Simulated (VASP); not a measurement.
Here is a VASP 6.6.1 calculation.

The input INCAR:

```
ALGO = Normal ; EDIFF = 1E-6
ENCUT = 750 ; GGA = PS
GGA_COMPAT = F ; ISIF = 2
ISMEAR = -1 ; LASPH = T
LCHARG = F ; LREAL = F
LWAVE = F ; NBANDS = 12
NELM = 120 ; PREC = Accurate
SIGMA = 0.05
```

File KPOINTS:

```
k-points
0
Gamma
  9 9 9
```

File POSCAR:

```
LiCl
1.0
    0.0000000000      2.2323424277      2.2323424277
    2.2323424277      0.0000000000      2.2323424277
    2.2323424277      2.2323424277      0.0000000000
Cl Li
1 1
Direct
    0.5000000000      0.5000000000      0.5000000000
    0.0000000000      0.0000000000      0.0000000000
```

Potentials or basis: VASP PAW PBE potentials, release 64 (Cl, Li_sv).

Launch:

```console
$ cat potpaw_PBE.64/Cl/POTCAR potpaw_PBE.64/Li_sv/POTCAR > POTCAR
$ mpirun -np 1 vasp_std > vasp.out
```

Question: Estimate the pressure.

Answer: 30.2 GPa.

Question: What does it give for the band gap on the k mesh?

Answer: 6.93 eV (least direct gap 7.44 eV).

Caveat: the cell stands under pressure; the PAW data sets were made with another functional, which shifts forces and pressure a little; an odd mesh through Γ misses points on the zone boundary, where band edges can lie.
